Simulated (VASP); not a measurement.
# LiCl (Fm-3m) in VASP: further runs

LiCl is run at these levels: PBE; tasks: single point.

Everything below comes from runs of VASP 6.6.1. Logs are shortened: lines on timing, memory, paths and dates and some standing lists are left out, and cuts for length are marked.

**1. The cell of the first run**

Symmetry: Fm-3m, No. 225, cubic system. The conventional cell has a = 5.150 Å, b = 5.150 Å, c = 5.150 Å, α = 90.00°, β = 90.00°, γ = 90.00°. Within 3.4 Å of Li (site symmetry m-3m) lie 6 Cl at 2.58 Å. Within 3.4 Å of Cl (site symmetry m-3m) lie 6 Li at 2.58 Å.

**2. Single point, PBE**

Input file INCAR:

```
SYSTEM = LiCl
PREC = Accurate
ENCUT = 520
EDIFF = 1E-7
ISMEAR = 0
SIGMA = 0.05
LREAL = .False.
LASPH = .True.
NELM = 100
ALGO = Normal
ISIF = 2
LWAVE = .False.
LCHARG = .True.
GGA = PE
LELF = .True.
LVHAR = .True.
NBANDS = 12
```

Input file KPOINTS:

```
regular mesh
0
Gamma
  12 12 12
  0 0 0
```

Input file POSCAR:

```
LiCl
1.0
    0.0000000000      2.5752017410      2.5752017410
    2.5752017410      0.0000000000      2.5752017410
    2.5752017410      2.5752017410      0.0000000000
Li Cl
1 1
Direct
    0.0000000000      0.0000000000      0.0000000000
    0.5000000000      0.5000000000      0.5000000000
```

Potentials or basis: VASP PAW PBE potentials, release 64 (Li_sv, Cl).

The run is started by

```bash
cat potpaw_PBE.64/Li_sv/POTCAR potpaw_PBE.64/Cl/POTCAR > POTCAR
mpirun -np 1 vasp_std > vasp.out
```

OUTCAR:

```text
SYSTEM = LiCl
   PREC = Accurate
   ENCUT = 520
   EDIFF = 1E-7
   ISMEAR = 0
   LREAL = .False.
   LASPH = .True.
   NELM = 100
   ISIF = 2
   GGA = PE

 ion  position               nearest neighbor table
   1  0.000  0.000  0.000-   2 2.58   2 2.58   2 2.58   2 2.58   2 2.58   2 2.58
   2  0.500  0.500  0.500-   1 2.58   1 2.58   1 2.58   1 2.58   1 2.58   1 2.58

  LATTYP: Found a face centered cubic cell.
 ALAT       =     5.1504034820

  Lattice vectors:

 A1 = (   0.0000000000,   2.5752017410,   2.5752017410)
 A2 = (   2.5752017410,   0.0000000000,   2.5752017410)
 A3 = (   2.5752017410,   2.5752017410,   0.0000000000)

Analysis of symmetry for initial positions (statically):
=====================================================================
 Subroutine PRICEL returns:
 Original cell was already a primitive cell.

 Routine SETGRP: Setting up the symmetry group for a
 face centered cubic supercell.

 Subroutine GETGRP returns: Found 48 space group operations
 (whereof 48 operations were pure point group operations)
 out of a pool of 48 trial point group operations.

The static configuration has the point symmetry O_h .

Analysis of symmetry for dynamics (positions and initial velocities):
=====================================================================
 Subroutine PRICEL returns:
 Original cell was already a primitive cell.

 Routine SETGRP: Setting up the symmetry group for a
 face centered cubic supercell.

 Subroutine GETGRP returns: Found 48 space group operations
 (whereof 48 operations were pure point group operations)
 out of a pool of 48 trial point group operations.

The dynamic configuration has the point symmetry O_h .

 Subroutine INISYM returns: Found 48 space group operations
 (whereof 48 operations are pure point group operations),
 and found     1 'primitive' translations

----------------------------------------------------------------------------------------

                                     Primitive cell

  volume of cell :      34.1557

  direct lattice vectors                    reciprocal lattice vectors
     0.000000000  2.575201741  2.575201741    -0.194159546  0.194159546  0.194159546
     2.575201741  0.000000000  2.575201741     0.194159546 -0.194159546  0.194159546
     2.575201741  2.575201741  0.000000000     0.194159546  0.194159546 -0.194159546

  length of vectors
     3.641885228  3.641885228  3.641885228     0.336294198  0.336294198  0.336294198

  position of ions in fractional coordinates (direct lattice)
     0.000000000  0.000000000  0.000000000
     0.500000000  0.500000000  0.500000000

  ion indices of the primitive-cell ions
   primitive index   ion index
                 1           1
                 2           2

----------------------------------------------------------------------------------------

 KPOINTS: regular mesh

Automatic generation of k-mesh.
 Grid dimensions read from file:
 generate k-points for:   12   12   12

 Generating k-lattice:

  Cartesian coordinates                     Fractional coordinates (reciprocal lattice)
    -0.016179962  0.016179962  0.016179962     0.083333333  0.000000000  0.000000000
     0.016179962 -0.016179962  0.016179962     0.000000000  0.083333333  0.000000000
     0.016179962  0.016179962 -0.016179962     0.000000000  0.000000000  0.083333333

  Length of vectors
     0.028024516  0.028024516  0.028024516

  Shift w.r.t. Gamma in fractional coordinates (k-lattice)
     0.000000000  0.000000000  0.000000000

 Subroutine IBZKPT returns following result:
 ===========================================

 Found     72 irreducible k-points:

 Following reciprocal coordinates:
            Coordinates               Weight
  0.000000  0.000000  0.000000      1.000000
  0.083333  0.000000  0.000000      8.000000
  0.166667  0.000000  0.000000      8.000000
  0.250000  0.000000  0.000000      8.000000
  0.333333  0.000000  0.000000      8.000000
  0.416667  0.000000  0.000000      8.000000
[... 16 lines left out ...]
  0.500000  0.166667  0.000000     24.000000
 -0.416667  0.166667  0.000000     24.000000
 [... further k-points ...]
   k-points           NKPTS =     72   k-points in BZ     NKDIM =     72   number of bands    NBANDS=     12
   number of dos      NEDOS =    301   number of ions     NIONS =      2
   total plane-waves  NPLWV =  21952
   dimension x,y,z NGX =    28 NGY =   28 NGZ =   28
   dimension x,y,z NGXF=    56 NGYF=   56 NGZF=   56
   ions per type =               1   1
   NGX,Y,Z   is equivalent  to a cutoff of  12.78, 12.78, 12.78 a.u.
   NGXF,Y,Z  is equivalent  to a cutoff of  25.56, 25.56, 25.56 a.u.
 SYSTEM =  LiCl
   PREC   = accura    normal or accurate (medium, high low for compatibility)
   ISTART =      0    job   : 0-new  1-cont  2-samecut
   ICHARG =      2    charge: 1-file 2-atom 10-const
   ISPIN  =      1    spin polarized calculation?
   LNONCOLLINEAR =      F non collinear calculations
   LSORBIT =      F    spin-orbit coupling
   LASPH  =      T    aspherical Exc in radial PAW
   ENCUT  =  520.0 eV  38.22 Ry    6.18 a.u.   6.77  6.77  6.77*2*pi/ulx,y,z
   NELM   =    100;   NELMIN=  2; NELMDL= -5     # of ELM steps
   EDIFF  = 0.1E-06   stopping-criterion for ELM
   LREAL  =      F    real-space projection
   EDIFFG = 0.1E-05   stopping-criterion for IOM
   NSW    =      0    number of steps for IOM
   IBRION =     -1    ionic relax: 0-MD 1-quasi-New 2-CG
   NFREE  =      0    steps in history (QN), initial steepest desc. (CG)
   ISIF   =      2    stress and relaxation
   ISYM   =      2    0-nonsym 1-usesym 2-fastsym
   POTIM  = 0.5000    time-step for ionic-motion
   TEBEG  =    0.0;   TEEND  =   0.0 temperature during run
   PSTRESS=    0.0 pullay stress
   NELECT =      10.0000    total number of electrons
   NUPDOWN=      -1.0000    fix difference up-down
   EMIN   =  10.00;   EMAX   =-10.00  energy-range for DOS
   EFERMI =   0.00;   METHOD = LEGACY
   ISMEAR =     0;   SIGMA  =   0.05  broadening in eV -4-tet -1-fermi 0-gaus
   EFERMI_NEDOS =   21; number of points for ismear=-14 and -15
   IALGO  =     38    algorithm
   IMIX   =      4    mixing-type and parameters
     AMIX     =   0.40;   BMIX     =  1.00
     AMIX_MAG =   1.60;   BMIX_MAG =  1.00
  volume/ion in A,a.u.               =      17.08       115.25
  Fermi-wavevector in a.u.,A,eV,Ry     =   1.087060  2.054246 16.078001  1.181700
  Thomas-Fermi vector in A             =   2.223211
   LORBIT       =      0    0 simple, 1 ext, 2 COOP (PROOUT), +10 PAW based schemes
   GGA     = PE    functional components
   LHFCALC =     F    Hartree Fock is set to
   AEXX    =    0.0000 exact exchange contribution
   IVDW    =     0    specifies the selected vdW correction
   LEPSILON=     F    determine dielectric tensor
   LRPA    =     F    only Hartree local field effects (RPA)
 non-spin polarized calculation
 Gauss-broadening in eV      SIGMA  =   0.05
  energy-cutoff  :      520.00
  volume of cell :       34.16
 maximum number of plane-waves:       941
   NGX = 13   NGY = 13   NGZ = 13

 number of electron      10.0000009 magnetization

 Free energy of the ion-electron system (eV)
  ---------------------------------------------------
  ext. energy  EPLUGINS =         0.00000000
  ---------------------------------------------------
  free energy    TOTEN  =        -7.38622674 eV

  energy without entropy =       -7.38622674  energy(sigma->0) =       -7.38622674

 E-fermi :   0.7898     XC(G=0):  -8.6783

 val. band max:        0.4917038299   @ k =  -0.0833   0.0833   0.0000
 cond. band min:       6.7595004398   @ k =   0.0000   0.0000   0.0000
 fundamental gap:      6.2677966099
 Fermi energy:         0.7897694759

 k-point     1 :       0.0000    0.0000    0.0000
  band No.  band energies     occupation
      1     -43.0554      2.00000
      2     -12.8654      2.00000
      3       0.4889      2.00000
      4       0.4889      2.00000
      5       0.4889      2.00000
      6       6.7595      0.00000
      7      12.4167      0.00000
      8      12.4167      0.00000
      9      12.4167      0.00000
     10      14.9436      0.00000
     11      14.9437      0.00000
     12      14.9437      0.00000

 k-point     2 :       0.0833    0.0000    0.0000
  band No.  band energies     occupation
      1     -43.0551      2.00000
      2     -12.8320      2.00000
      3       0.2432      2.00000
      4       0.4704      2.00000
      5       0.4705      2.00000
      6       6.9896      0.00000
      7      11.9643      0.00000
      8      12.4391      0.00000
      9      12.4391      0.00000
     10      13.8078      0.00000
     11      13.8079      0.00000
     12      15.2155      0.00000

 k-point     3 :       0.1667    0.0000    0.0000
  band No.  band energies     occupation
      1     -43.0547      2.00000
      2     -12.7385      2.00000
      3      -0.3555      2.00000
      4       0.4212      2.00000
      5       0.4212      2.00000
      6       7.4493      0.00000
      7      11.3797      0.00000
      8      11.9715      0.00000
      9      11.9715      0.00000
     10      13.6567      0.00000
     11      13.6567      0.00000
     12      15.5899      0.00000

 k-point     4 :       0.2500    0.0000    0.0000
  band No.  band energies     occupation
      1     -43.0540      2.00000
      2     -12.6047      2.00000
      3      -1.0629      2.00000
      4       0.3571      2.00000
      5       0.3571      2.00000
      6       7.6678      0.00000
      7      11.1656      0.00000
      8      11.1656      0.00000
      9      11.4200      0.00000
     10      14.4108      0.00000
     11      14.4108      0.00000
     12      15.9682      0.00000

 k-point     5 :       0.3333    0.0000    0.0000
  band No.  band energies     occupation
      1     -43.0534      2.00000
      2     -12.4630      2.00000
      3      -1.6927      2.00000
      4       0.2962      2.00000
      5       0.2962      2.00000
      6       7.5270      0.00000
      7      10.5195      0.00000
      8      10.5195      0.00000
      9      12.1221      0.00000
     10      15.5323      0.00000
     11      15.5323      0.00000
     12      16.3945      0.00000
[... 228 lines left out ...]
      1     -43.0534      2.00000
      2     -12.4601      2.00000
      3      -1.3337      2.00000
      4      -0.0383      2.00000
      5      -0.0105      2.00000
      6       8.6213      0.00000
      7      10.0890      0.00000
      8      10.6464      0.00000
      9      11.8968      0.00000
     10      13.8321      0.00000
     11      16.4459      0.00000
     12      17.6361      0.00000

 k-point    22 :       0.4167    0.1667    0.0000
  band No.  band energies     occupation
      1     -43.0529      2.00000
      2     -12.3366      2.00000
      3      -1.8003      2.00000
      4      -0.2141      2.00000
      5      -0.0339      2.00000
      6       8.4110      0.00000
      7       9.8535      0.00000
      8      11.2877      0.00000
      9      11.4228      0.00000
     10      14.7744      0.00000
     11      17.4891      0.00000
     12      18.2595      0.00000

 k-point    23 :       0.5000    0.1667    0.0000
  band No.  band energies     occupation
      1     -43.0526      2.00000
      2     -12.2566      2.00000
      3      -2.0693      2.00000
      4      -0.3843      2.00000
      5       0.0048      2.00000
      6       8.2066      0.00000
      7       9.8297      0.00000
      8      10.8109      0.00000
      9      12.2876      0.00000
     10      15.6002      0.00000
     11      17.7860      0.00000
     12      18.7329      0.00000

 k-point    24 :      -0.4167    0.1667    0.0000
  band No.  band energies     occupation
      1     -43.0526      2.00000
      2     -12.2466      2.00000
      3      -2.0882      2.00000
      4      -0.5007      2.00000
      5       0.0967      2.00000
      6       8.1498      0.00000
      7       9.9929      0.00000
      8      10.5317      0.00000
      9      12.5508      0.00000
     10      16.5218      0.00000
     11      16.7053      0.00000
     12      17.8467      0.00000

 [... further k-points ...]
[... 5 lines left out ...]
  --------------------------------------------------------------------------------------
  -------------------------------------------------------------------------------------
  Total       -0.0229739     -0.0229739     -0.0229739      0.0000000     -0.0000000      0.0000000
  in kB       -1.0776599     -1.0776599     -1.0776599      0.0000000     -0.0000000      0.0000000
  external PRESSURE =      -1.0776599 kB  Pullay stress =       0.0000000 kB

 VOLUME and BASIS-vectors are now :
 -----------------------------------------------------------------------------
  energy-cutoff  :      520.00
  volume of cell :       34.16
      direct lattice vectors                 reciprocal lattice vectors
     0.000000000  2.575201741  2.575201741    -0.194159546  0.194159546  0.194159546
     2.575201741  0.000000000  2.575201741     0.194159546 -0.194159546  0.194159546
     2.575201741  2.575201741  0.000000000     0.194159546  0.194159546 -0.194159546

 POSITION                                       TOTAL-FORCE (eV/Angst)
 -----------------------------------------------------------------------------------
      0.00000      0.00000      0.00000        -0.000000     -0.000000     -0.000000
      2.57520      2.57520      2.57520         0.000000      0.000000      0.000000
 -----------------------------------------------------------------------------------
    total drift:                                0.000000      0.000000      0.000000

  FREE ENERGIE OF THE ION-ELECTRON SYSTEM (eV)
  ---------------------------------------------------
  free  energy   TOTEN  =        -7.3862267437 eV

  energy  without entropy=       -7.3862267437  energy(sigma->0) =       -7.38622674
```

Wall time 23 s (1 thread of Intel Xeon Platinum 8375C at 2.90GHz (Ice Lake), shared host); peak memory 0.16 GiB.

What came out:

| Item | Value |
| --- | --- |
| Free energy | -7.3862 eV |
| Band gap on the k mesh | 6.27 eV, indirect (the least direct gap lies 2.8 meV higher) |

Caveat: the cutoff is under 1.25 times the usual one of these potentials, so pressure, stress and relaxed cells hold a basis-set (Pulay) error. A k mesh can miss the band edges.

**3. Single point, PBE (volume scaled by 0.980)**

Input file INCAR:

```
SYSTEM = LiCl
PREC = Accurate
ENCUT = 520
EDIFF = 1E-7
ISMEAR = 0
SIGMA = 0.05
LREAL = .False.
LASPH = .True.
NELM = 80
ALGO = Normal
ISIF = 2
LWAVE = .False.
LCHARG = .False.
GGA = PE
NBANDS = 12
```

Input file KPOINTS:

```
Automatic mesh
0
Gamma
  12 12 12
  0 0 0
```

Input file POSCAR:

```
LiCl
1.0
    0.0000000000      2.5579179871      2.5579179871
    2.5579179871      0.0000000000      2.5579179871
    2.5579179871      2.5579179871      0.0000000000
Li Cl
1 1
Direct
    0.0000000000      0.0000000000      0.0000000000
    0.5000000000      0.5000000000      0.5000000000
```

Potentials or basis: VASP PAW PBE potentials, release 64 (Li_sv, Cl).

The run is started by

```bash
cat potpaw_PBE.64/Li_sv/POTCAR potpaw_PBE.64/Cl/POTCAR > POTCAR
mpirun -np 1 vasp_std > vasp.out
```

It took 24 s on 1 thread of Intel Xeon Platinum 8375C at 2.90GHz (Ice Lake), shared host; peak memory 0.16 GiB.

It converged, with:

```yaml
Free_energy: -7.3849 eV
Band_gap_on_the_k_mesh: 6.38 eV, indirect (the least direct gap lies 2.9 meV higher)
```

Levels at points of the mesh, in eV from the valence-band top:
```tsv
k point	band 2	band 3	band 4	band 5	band 6	band 7	band 8	band 9
(0.00, 0.00, 0.00)	-13.43	0.00	0.00	0.00	6.38	11.94	11.94	11.94
(0.50, 0.00, 0.00)	-12.85	-2.85	-0.26	-0.26	6.76	9.50	9.50	13.06
(0.50, 0.50, 0.00)	-12.60	-2.93	-1.12	-1.12	7.90	8.28	12.50	14.18
```

Caveat: the cutoff is under 1.25 times the usual one of these potentials, so pressure, stress and relaxed cells hold a basis-set (Pulay) error. A k mesh can miss the band edges.

**4. Single point, PBE**

Input file INCAR:

```
PREC = Accurate ; ENCUT = 520
EDIFF = 1E-7 ; ISMEAR = 0
SIGMA = 0.05 ; LREAL = F
LASPH = T ; NELM = 60
ALGO = Normal ; ISIF = 2
LWAVE = F ; LCHARG = T
GGA = PE ; LELF = T
LVHAR = T ; NBANDS = 12
```

Input file KPOINTS:

```
Automatic mesh
0
Gamma
  12 12 12
```

Input file POSCAR:

```
LiCl
1.0
    0.0000000000      2.5752017410      2.5752017410
    2.5752017410      0.0000000000      2.5752017410
    2.5752017410      2.5752017410      0.0000000000
Li Cl
1 1
Direct
    0.0000000000      0.0000000000      0.0000000000
    0.5000000000      0.5000000000      0.5000000000
```

The run is started by

```bash
cat potpaw_PBE.64/Li_sv/POTCAR potpaw_PBE.64/Cl/POTCAR > POTCAR
mpirun -np 1 vasp_std > vasp.out
```

Wall time 26 s (1 thread of Intel Xeon Platinum 8375C at 2.90GHz (Ice Lake), shared host); peak memory 0.16 GiB.

Results (log left out):

```
Free energy            : -7.3862 eV
Band gap on the k mesh : 6.27 eV, indirect (the least direct gap lies 2.8 meV higher)
```

Levels at points of the mesh, in eV from the valence-band top:
```
           k point  band 1  band 2  band 3  band 4  band 5  band 6  band 7  band 8  band 9  band 10
(0.00, 0.00, 0.00)  -43.55  -13.36    0.00    0.00    0.00    6.27   11.93   11.93   11.93    14.45
(0.50, 0.00, 0.00)  -43.54  -12.80   -2.77   -0.25   -0.25    6.74    9.49    9.49   12.85    16.82
(0.50, 0.50, 0.00)  -43.54  -12.57   -2.84   -1.08   -1.08    7.86    8.31   12.33   14.02    14.02
```

Caveat: the cutoff is under 1.25 times the usual one of these potentials, so pressure, stress and relaxed cells hold a basis-set (Pulay) error.
